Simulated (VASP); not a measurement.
A run of VASP 6.6.1 is set up as follows.

INCAR

```
SYSTEM = P
PREC = Accurate
ENCUT = 520
EDIFF = 1E-6
ISMEAR = 0
SIGMA = 0.02
LREAL = .False.
LASPH = .True.
NELM = 60
ALGO = Normal
ISIF = 2
LWAVE = .False.
LCHARG = .False.
LDIPOL = .True.
IDIPOL = 3
DIPOL = 0.5 0.5 0.500
GGA = PE
IVDW = 12
NBANDS = 18
```

KPOINTS

```
regular mesh
0
Gamma
  10 8 1
  0 0 0
```

Contents of POSCAR:

```
P
1.0
    3.4609963019      0.0000000000      0.0000000000
    0.0000000000      4.4391554997      0.0000000000
    0.0000000000      0.0000000000     30.3367098474
P
4
Direct
    0.5000000000      0.9153948060      0.4651934784
    0.0000000000      0.5846051940      0.4651934784
    0.5000000000      0.0846051940      0.5348065216
    0.0000000000      0.4153948060      0.5348065216
```

Potentials or basis: VASP PAW PBE potentials, release 64 (P).

Run with:

```console
$ cat potpaw_PBE.64/P/POTCAR > POTCAR
$ mpirun -np 1 vasp_std > vasp.out
```

(1) Estimate the largest force.

(2) Predict the dispersion energy per atom.

(3) What does it give for the band gap on the k mesh?

## Answers

(1) 0.046 eV/Å.

(2) -0.236 eV.

(3) 1.03 eV.

Caveat: the cell differs from its parent crystal (strain along x +0.050, then relaxed in part).
